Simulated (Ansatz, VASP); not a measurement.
# PbO: VASP beside Ansatz

POSCAR

```
PbO
1.0
    3.9880778100      0.0000000000      0.0000000000
    0.0000000000      3.9880778100      0.0000000000
    0.0000000000      0.0000000000      5.3285114700
Pb O
2 2
Direct
    0.0000000000      0.5000000000      0.2228851900
    0.5000000000      0.0000000000      0.7771148100
    0.0000000000      0.0000000000      0.0000000000
    0.5000000000      0.5000000000      0.0000000000
```

INCAR.step1

```
SYSTEM = PbO
ALGO = Normal ; EDIFF = 1E-4
ENCUT = 520 ; GGA = PE
ISMEAR = -1 ; LASPH = .True.
LCHARG = .False. ; LREAL = .False.
LWAVE = .True. ; NBANDS = 28
NELM = 80 ; PREC = Accurate
SIGMA = 0.02
```

Contents of INCAR.step2:

```
SYSTEM = PbO
ALGO = Normal ; EDIFF = 1E-7
ENCUT = 520 ; ISIF = 2
ISMEAR = -1 ; ISTART = 1
LASPH = .True. ; LCHARG = .False.
LMIXTAU = .True. ; LREAL = .False.
LWAVE = .False. ; METAGGA = R2SCAN
NBANDS = 28 ; NELM = 80
PREC = Accurate ; SIGMA = 0.02
```

The input KPOINTS:

```
k-points
0
Gamma
  8 8 6
  0 0 0
```

Input for Ansatz:

```yaml
crystal:
  lattice:
    - [3.98807781, 0.0, 0.0]
    - [0.0, 3.98807781, 0.0]
    - [0.0, 0.0, 5.32851147]
  atoms:
    - { symbol: Pb, position: [0.0, 0.5, 0.22288519] }
    - { symbol: Pb, position: [0.5, 0.0, 0.77711481] }
    - { symbol: O, position: [0.0, 0.0, 0.0] }
    - { symbol: O, position: [0.5, 0.5, 0.0] }
  symmetry: { tolerance: 0.0003 }
hamiltonian:
  xc: r2scan
  pseudopotentials: { kind: paw, azcp: { folder: soft_1 } }
basis:
  ecutwfc: 500
magnetization:
  spin_polarized: false
scf:
  occupations: { method: fermi_dirac, width: 0.02 }
kpoints:
  mp_grid: { grid: [8, 8, 6], shift: [0, 0, 0] }
  band_path:
    path:
      - [0.0, 0.0, 0.0]
      - [0.0, 0.5, 0.0]
      - [0.5, 0.5, 0.0]
      - [0.0, 0.0, 0.0]
      - [0.0, 0.0, 0.5]
      - [0.0, 0.5, 0.5]
      - [0.5, 0.5, 0.5]
      - [0.0, 0.0, 0.5]
      - [0.0, 0.5, 0.0]
      - [0.0, 0.5, 0.5]
      - [0.5, 0.5, 0.0]
    npoints: 11
output:
  forces: true
  stress: true
  eigenvalues: true
  bader: true
  populations: true
  elf: true
  write_potential: true
  write_density: true
  volumetric_format: npy
  dos:
    e_range: [-12, 8]
    de: 0.05
    projected: { site_lists: { O: [O], Pb: [Pb] } }
```

Alike in both runs: task single point; functional r2SCAN; k mesh 8 × 8 × 6; occupations fermi-dirac, width 0.02 eV; no spin polarisation.

|  | VASP | Ansatz |
| --- | --- | --- |
| version | VASP 6.6.1 | Ansatz 0.2.0 |
| potentials or method | VASP PAW PBE potentials, release 64 (Pb_d, O), cutoff 520 eV | PAW plane waves |
| valence electrons in the cell | 40 | 40 |

|  | VASP | Ansatz | Ansatz less VASP |
| --- | --- | --- | --- |
| gap on the k mesh at the Fermi level (eV) | 1.84 | 1.84 | +0.006 |
| pressure (GPa) | 0.4 | 0.0 | -0.43 |
| traceless stress, the component that is largest in VASP (GPa) | -0.09 | 0.00 | +0.089 |
| rms of the force components (eV/Å) | 0.044 | 0.000 | -0.0440 |

VASP's potentials were made for PBE, not for r2SCAN. Atom by atom the forces differ by 0.044 eV/Å (rms over components).

Spin-orbit coupling is off throughout.
